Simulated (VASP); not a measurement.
# CoO (R-3m) in VASP: further runs

The runs below take CoO through relaxation of shape and atoms at fixed volume, relaxation of cell and atoms, single point, with PBE+U.

Program: VASP 6.6.1. These are calculated values, not measurements. Logs are shortened: lines on timing, memory, paths and dates and some standing lists are left out, and cuts for length are marked.

### 1 The cell of the first run

The structure is trigonal, space group R-3m (No. 166). The conventional cell has a = 3.053 Å, b = 3.053 Å, c = 7.370 Å, α = 90.00°, β = 90.00°, γ = 120.00°. Within 2.8 Å of Co (site symmetry -3m) lie 6 O at 2.15 Å. Within 2.8 Å of O (site symmetry -3m) lie 6 Co at 2.15 Å.

### 2 Relaxation of shape and atoms at fixed volume, PBE+U, collinear spin, ferromagnetic start (volume scaled by 0.98)

File INCAR:

```
SYSTEM = CoO
PREC = Accurate
ENCUT = 600
EDIFF = 1E-6
ISMEAR = 0
SIGMA = 0.02
LREAL = .False.
LASPH = .True.
NELM = 150
ALGO = Normal
ISIF = 4
LWAVE = .False.
LCHARG = .False.
ISPIN = 2
MAGMOM = 2.88 0.24
LORBIT = 11
LMAXMIX = 4
LDAU = .True.
LDAUTYPE = 2
LDAUL = 2 -1
LDAUU = 3.32 0
LDAUJ = 0 0
LDAUPRINT = 1
GGA = PE
IBRION = 2
NSW = 80
EDIFFG = -0.001
```

File KPOINTS:

```
regular mesh
0
Gamma
  12 12 12
  0 0 0
```

File POSCAR:

```
CoO
1.0
    1.5265992070      0.8813824631      2.4568262696
   -1.5265992070      0.8813824631      2.4568262696
    0.0000000000     -1.7627649263      2.4568262696
Co O
1 1
Direct
    0.0000000000      0.0000000000      0.0000000000
    0.5000000000      0.5000000000      0.5000000000
```

Potentials or basis: VASP PAW PBE potentials, release 64 (Co, O).

On the command line:

```
$ cat potpaw_PBE.64/Co/POTCAR potpaw_PBE.64/O/POTCAR > POTCAR
$ mpirun -np 1 vasp_std > vasp.out
```

OUTCAR:

```text
SYSTEM = CoO
   PREC = Accurate
   ENCUT = 600
   EDIFF = 1E-6
   ISMEAR = 0
   LREAL = .False.
   LASPH = .True.
   NELM = 150
   ISIF = 4
   ISPIN = 2
   LORBIT = 11
   GGA = PE
   IBRION = 2
   NSW = 80
   EDIFFG = -0.001

 ion  position               nearest neighbor table
   1  0.000  0.000  0.000-   2 2.15   2 2.15   2 2.15   2 2.15   2 2.15   2 2.15
   2  0.500  0.500  0.500-   1 2.15   1 2.15   1 2.15   1 2.15   1 2.15   1 2.15

  LATTYP: Found a trigonal (rhomboedric) cell.
 ALAT       =     3.0237948846
 COS(alpha) =     0.4902286725

  Lattice vectors:

 A1 = (   1.5265992070,   0.8813824631,   2.4568262696)
 A2 = (  -1.5265992070,   0.8813824631,   2.4568262696)
 A3 = (   0.0000000000,  -1.7627649263,   2.4568262696)

Analysis of symmetry for initial positions (statically):
=====================================================================
 Subroutine PRICEL returns:
 Original cell was already a primitive cell.

 Routine SETGRP: Setting up the symmetry group for a
 trigonal (rhombohedral) supercell.

 Subroutine GETGRP returns: Found 12 space group operations
 (whereof 12 operations were pure point group operations)
 out of a pool of 12 trial point group operations.

The static configuration has the point symmetry D_3d.

Analysis of symmetry for dynamics (positions and initial velocities):
=====================================================================
 Subroutine PRICEL returns:
 Original cell was already a primitive cell.

 Routine SETGRP: Setting up the symmetry group for a
 trigonal (rhombohedral) supercell.

 Subroutine GETGRP returns: Found 12 space group operations
 (whereof 12 operations were pure point group operations)
 out of a pool of 12 trial point group operations.

The dynamic configuration has the point symmetry D_3d.

Analysis of structural, dynamic, and magnetic symmetry:
=====================================================================
 Subroutine PRICEL returns:
 Original cell was already a primitive cell.

 Routine SETGRP: Setting up the symmetry group for a
 trigonal (rhombohedral) supercell.

 Subroutine GETGRP returns: Found 12 space group operations
 (whereof 12 operations were pure point group operations)
 out of a pool of 12 trial point group operations.

The overall configuration has the point symmetry D_3d.

 Subroutine INISYM returns: Found 12 space group operations
 (whereof 12 operations are pure point group operations),
 and found     1 'primitive' translations

----------------------------------------------------------------------------------------

                                     Primitive cell

  volume of cell :      19.8342

  direct lattice vectors                    reciprocal lattice vectors
     1.526599207  0.881382463  2.456826270     0.327525390  0.189096872  0.135676396
    -1.526599207  0.881382463  2.456826270    -0.327525390  0.189096872  0.135676396
     0.000000000 -1.762764926  2.456826270     0.000000000 -0.378193744  0.135676396

  length of vectors
     3.023794885  3.023794885  3.023794885     0.401794216  0.401794216  0.401794216

  position of ions in fractional coordinates (direct lattice)
     0.000000000  0.000000000  0.000000000
     0.500000000  0.500000000  0.500000000

  ion indices of the primitive-cell ions
   primitive index   ion index
                 1           1
                 2           2

----------------------------------------------------------------------------------------

 KPOINTS: regular mesh

Automatic generation of k-mesh.
 Grid dimensions read from file:
 generate k-points for:   12   12   12

 Generating k-lattice:

  Cartesian coordinates                     Fractional coordinates (reciprocal lattice)
     0.027293782  0.015758073  0.011306366     0.083333333  0.000000000 -0.000000000
[... 67 lines left out ...]
   POTIM  = 0.5000    time-step for ionic-motion
   TEBEG  =    0.0;   TEEND  =   0.0 temperature during run
   PSTRESS=    0.0 pullay stress
   NELECT =      15.0000    total number of electrons
   NUPDOWN=      -1.0000    fix difference up-down
   EMIN   =  10.00;   EMAX   =-10.00  energy-range for DOS
   EFERMI =   0.00;   METHOD = LEGACY
   ISMEAR =     0;   SIGMA  =   0.02  broadening in eV -4-tet -1-fermi 0-gaus
   EFERMI_NEDOS =   21; number of points for ismear=-14 and -15
   IALGO  =     38    algorithm
   IMIX   =      4    mixing-type and parameters
     AMIX     =   0.40;   BMIX     =  1.00
     AMIX_MAG =   1.60;   BMIX_MAG =  1.00
  volume/ion in A,a.u.               =       9.92        66.92
  Fermi-wavevector in a.u.,A,eV,Ry     =   1.491535  2.818593 30.268576  2.224678
  Thomas-Fermi vector in A             =   2.604178
   LORBIT       =     11    0 simple, 1 ext, 2 COOP (PROOUT), +10 PAW based schemes
 LDA+U is selected, type is set to LDAUTYPE =  2
   angular momentum for each species LDAUL =     2   -1
   U (eV)           for each species LDAUU =   3.3  0.0
   J (eV)           for each species LDAUJ =   0.0  0.0
   GGA     = PE    functional components
   LHFCALC =     F    Hartree Fock is set to
   AEXX    =    0.0000 exact exchange contribution
   IVDW    =     0    specifies the selected vdW correction
   LEPSILON=     F    determine dielectric tensor
   LRPA    =     F    only Hartree local field effects (RPA)
 conjugate gradient relaxation of ions
 spin polarized calculation
 Gauss-broadening in eV      SIGMA  =   0.02
  energy-cutoff  :      600.00
  volume of cell :       19.83
 maximum number of plane-waves:       676
   NGX = 13   NGY = 13   NGZ = 13

--------------------------------------- Ionic step        1  -------------------------------------------

 number of electron      15.0000005 magnetization       3.0000121

 Free energy of the ion-electron system (eV)
  ---------------------------------------------------
  ext. energy  EPLUGINS =         0.00000000
  ---------------------------------------------------
  free energy    TOTEN  =       -11.48448751 eV

  energy without entropy =      -11.48416474  energy(sigma->0) =      -11.48432613

------------------------ aborting loop because EDIFF is reached ----------------------------------------

  FORCE on cell =-STRESS in cart. coord.  units (eV):
  Direction    XX          YY          ZZ          XY          YZ          ZX
  --------------------------------------------------------------------------------------
  -------------------------------------------------------------------------------------
  Total       -0.5350243     -0.5350243     -0.6229889      0.0000000      0.0000000     -0.0000000
  in kB      -43.2184247    -43.2184247    -50.3240728      0.0000000      0.0000000     -0.0000000
  external PRESSURE =     -45.5869741 kB  Pullay stress =       0.0000000 kB
[... 89 lines left out ...]
  FREE ENERGIE OF THE ION-ELECTRON SYSTEM (eV)
  ---------------------------------------------------
  free  energy   TOTEN  =       -11.4847885480 eV

  energy  without entropy=      -11.4845016207  energy(sigma->0) =      -11.48464508

atom =   1  type =  1  l = 2

 onsite density matrix

spin component  1

  0.9822  0.0000 -0.0000 -0.0192  0.0000
  0.0000  0.9948 -0.0000 -0.0000 -0.0192
 -0.0000 -0.0000  0.9659  0.0000  0.0000
 -0.0192 -0.0000  0.0000  0.9948  0.0000
  0.0000 -0.0192  0.0000  0.0000  0.9822

spin component  2

  0.4676  0.0000 -0.0000  0.1254 -0.0000
  0.0000  0.1680 -0.0000  0.0000  0.1254
 -0.0000 -0.0000  0.9573 -0.0000  0.0000
  0.1254  0.0000 -0.0000  0.1680 -0.0000
 -0.0000  0.1254  0.0000 -0.0000  0.4676

 occupancies and eigenvectors

  o =  0.1225  v =  0.0000  0.0000  0.0000  0.0000  0.0000  0.3414  0.0000  0.0000 -0.9399 -0.0000      0.0000  0.0000  0.0000  0.0000  0.0000  0.0000  0.0000  0.0000  0.0000  0.0000
  o =  0.1225  v =  0.0000  0.0000  0.0000  0.0000  0.0000  0.0000 -0.9399 -0.0000 -0.0000  0.3414      0.0000  0.0000  0.0000  0.0000  0.0000  0.0000  0.0000  0.0000  0.0000  0.0000
  o =  0.5131  v =  0.0000  0.0000  0.0000  0.0000  0.0000  0.9399  0.0000 -0.0000  0.3414  0.0000      0.0000  0.0000  0.0000  0.0000  0.0000  0.0000  0.0000  0.0000  0.0000  0.0000
  o =  0.5131  v =  0.0000  0.0000  0.0000  0.0000  0.0000 -0.0000  0.3414 -0.0000 -0.0000  0.9399      0.0000  0.0000  0.0000  0.0000  0.0000  0.0000  0.0000  0.0000  0.0000  0.0000
  o =  0.9573  v =  0.0000  0.0000  0.0000  0.0000  0.0000  0.0000  0.0000 -1.0000 -0.0000 -0.0000      0.0000  0.0000  0.0000  0.0000  0.0000  0.0000  0.0000  0.0000  0.0000  0.0000
  o =  0.9659  v =  0.0000  0.0000 -1.0000  0.0000  0.0000  0.0000  0.0000  0.0000  0.0000  0.0000      0.0000  0.0000  0.0000  0.0000  0.0000  0.0000  0.0000  0.0000  0.0000  0.0000
  o =  0.9683  v = -0.8106  0.0000  0.0000 -0.5856  0.0000  0.0000  0.0000  0.0000  0.0000  0.0000      0.0000  0.0000  0.0000  0.0000  0.0000  0.0000  0.0000  0.0000  0.0000  0.0000
  o =  0.9683  v =  0.0000  0.5856  0.0000  0.0000  0.8106  0.0000  0.0000  0.0000  0.0000  0.0000      0.0000  0.0000  0.0000  0.0000  0.0000  0.0000  0.0000  0.0000  0.0000  0.0000
  o =  1.0087  v = -0.5856 -0.0000  0.0000  0.8106  0.0000  0.0000  0.0000  0.0000  0.0000  0.0000      0.0000  0.0000  0.0000  0.0000  0.0000  0.0000  0.0000  0.0000  0.0000  0.0000
  o =  1.0087  v =  0.0000 -0.8106  0.0000 -0.0000  0.5856  0.0000  0.0000  0.0000  0.0000  0.0000      0.0000  0.0000  0.0000  0.0000  0.0000  0.0000  0.0000  0.0000  0.0000  0.0000

--------------------------------------- Ionic step        4  -------------------------------------------

 number of electron      15.0000003 magnetization       3.0000002

 Free energy of the ion-electron system (eV)
  ---------------------------------------------------
  ext. energy  EPLUGINS =         0.00000000
  ---------------------------------------------------
  free energy    TOTEN  =       -11.48479353 eV

  energy without entropy =      -11.48451538  energy(sigma->0) =      -11.48465446

 E-fermi :   7.3568     XC(G=0): -12.2314

 val. band max:        7.3481916623   @ k =  -0.3333   0.1667   0.0833
 cond. band min:       7.3615446428   @ k =  -0.1667   0.1667   0.0000
 fundamental gap:      0.0133529805
 Fermi energy:         7.3568172129

 spin component 1

 k-point     1 :       0.0000    0.0000    0.0000
  band No.  band energies     occupation
      1     -12.2402      1.00000
      2       2.4658      1.00000
      3       2.4658      1.00000
      4       2.6954      1.00000
      5       2.6954      1.00000
      6       3.4221      1.00000
      7       4.6772      1.00000
      8       4.6772      1.00000
      9       4.8559      1.00000
     10       8.4680      0.00000
     11      24.3131      0.00000
     12      24.3131      0.00000
[... 786 lines left out ...]
  FREE ENERGIE OF THE ION-ELECTRON SYSTEM (eV)
  ---------------------------------------------------
  free  energy   TOTEN  =       -11.4847935302 eV

  energy  without entropy=      -11.4845153830  energy(sigma->0) =      -11.48465446

 reached required accuracy - stopping structural energy minimisation

 total charge

# of ion       s       p       d       tot
------------------------------------------
    1        0.291   0.346   7.125   7.762
    2        1.550   3.436   0.000   4.985
--------------------------------------------------
tot          1.840   3.781   7.125  12.747

 magnetization (x)

# of ion       s       p       d       tot
------------------------------------------
    1        0.021   0.016   2.690   2.727
    2        0.022   0.228   0.000   0.250
--------------------------------------------------
tot          0.043   0.244   2.690   2.977
```

It took 80 s on 1 thread of Intel Xeon 6975P-C (Granite Rapids), shared host; peak memory 0.23 GiB.

What came out:

| Quantity | Value |
| --- | --- |
| Free energy | -11.4848 eV |
| Energy gained by relaxing | 0.2 meV/atom |
| Ionic steps | 4 |
| Pressure after relaxing | -4.6 GPa |
| Band gap on the k mesh | zero (filled and empty bands overlap) |
| Net moment | 3.00 μB per cell |
| Site moments | Co +2.73; O +0.25 μB |
| Valence electrons inside the program's atomic spheres | Co 7.76; O 4.99 |

Step by step:
| step | energy change (eV) | largest force (eV/Å) | pressure (GPa) | volume (Å³) |
| --- | --- | --- | --- | --- |
| 1 | 0.0000 | 0.0000 | -4.56 | 19.83 |
| 2 | -0.0001 | 0.0000 | -4.59 | 19.83 |
| 3 | -0.0003 | 0.0000 | -4.63 | 19.83 |
| 4 | -0.0003 | 0.0000 | -4.63 | 19.83 |

Final structure:
```yaml
crystal:
  lattice:
    - [1.53158, 0.88426, 2.44089]
    - [-1.53158, 0.88426, 2.44089]
    - [0.00000, -1.76851, 2.44089]
  atoms:
    - { symbol: Co, position: [0.00000, 0.00000, 0.00000] }
    - { symbol: O, position: [0.50000, 0.50000, 0.50000] }
```

Eigenvalues of the final occupation matrices:
```csv
site,spin,trace,eigenvalues
site 1 d,1,4.92,0.97 0.97 0.97 1.01 1.01
site 1 d,2,2.23,0.12 0.12 0.51 0.51 0.96
```

Caveat: the cell differs from its parent crystal (volume scaled by 0.98); a cell with one magnetic atom can't hold antiferromagnetic order, which such compounds often take. The state reached can hang on the start; a lower one may exist.

(Continued in part 2 of 2.)
